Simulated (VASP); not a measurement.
## ZnS: single point with r2SCAN

ZnS:

```xyz
16
Lattice="-1.9034 -3.2967 6.2457 1.9034 -3.2967 0.0000 11.0486 4.1811 7.1793" Properties=species:S:1:pos:R:3 pbc="T T T"
Zn    3.1991   -4.6061    5.8806
Zn   -0.6076   -4.6061    5.8806
Zn    5.1024   -1.3094    5.8806
Zn    8.9092   -1.3094    5.8806
Zn    3.1991   -2.4083    9.0035
Zn    3.1991   -2.4083    2.7577
Zn    7.0058   -2.4083    9.0035
Zn    8.9092    0.8884    9.0035
S     3.1991   -4.6061    8.2179
S     1.2957   -1.3094    1.9722
S     5.1024   -1.3094    8.2179
S     8.9092   -1.3094    8.2179
S     5.1024    0.8884    5.0950
S     3.1991   -2.4083    5.0950
S     7.0058   -2.4083   11.3408
S    -0.6076   -2.4083    5.0950
```

This cell differs from its parent crystal: the distance across one plane changed.

```
Program                : VASP 6.6.1
Task                   : single point
Functional             : r2SCAN
Potentials or basis    : VASP PAW PBE potentials, release 64 (Zn, S)
Cutoff                 : 520 eV
k mesh                 : 3 × 6 × 2
Occupations            : gaussian, width 0.05 eV
Spin                   : no spin polarisation
Dipole correction      : no
Further INCAR settings : LREAL = Auto; ALGO = Normal; EDIFF = 1e-06; NBANDS = 86; ISYM = 0
```

```yaml
Pressure: -1.8 GPa
Largest_force: 1.809 eV/Å
Band_gap_on_the_k_mesh: 0.27 eV
```

Forces on the atoms (eV/Å):
```
Zn  -0.014 -0.004 -0.026
Zn   1.358  0.803  0.886
Zn  -0.127 -0.057 -0.153
Zn   0.263  0.154 -1.143
Zn  -0.165 -0.094 -0.040
Zn  -0.437 -0.256 -0.379
Zn  -0.684 -0.399  0.694
Zn  -0.200 -0.127 -0.182
S    0.271  0.152  0.096
S   -0.546 -0.316 -0.432
S    0.376  0.213 -0.118
S    1.100  0.631  0.944
S   -0.050 -0.031  0.248
S    0.013  0.001  0.096
S    0.214  0.121  0.338
S   -1.372 -0.792 -0.828
```

Stress tensor (GPa, compression positive):
```
-2.09 -0.35 -1.37
-0.35 -1.69 -0.78
-1.37 -0.78 -1.56
```

Levels at points of the mesh, in eV from the valence-band top:
```tsv
k point	band 70	band 71	band 72	band 73	band 74	band 75
(0.00, 0.00, 0.00)	-0.65	-0.17	0.00	0.27	2.15	2.56
(0.00, 0.50, 0.00)	-1.38	-1.17	-0.67	0.59	2.48	2.92
(0.00, 0.00, 0.50)	-0.65	-0.17	0.00	0.61	2.24	2.69
(0.00, 0.50, 0.50)	-1.36	-1.21	-0.68	0.62	2.54	2.93
```

It took 72 min on 1 thread of Oxide Virtual Turin-like Processor (shared host), peak memory 0.64 GiB.

Caveat: the cell differs from its parent crystal (the distance across one plane changed); semilocal functionals underestimate gaps, and a narrow one can read as zero; the PAW data sets were made with another functional, which shifts forces and pressure a little. A k mesh can miss the band edges.
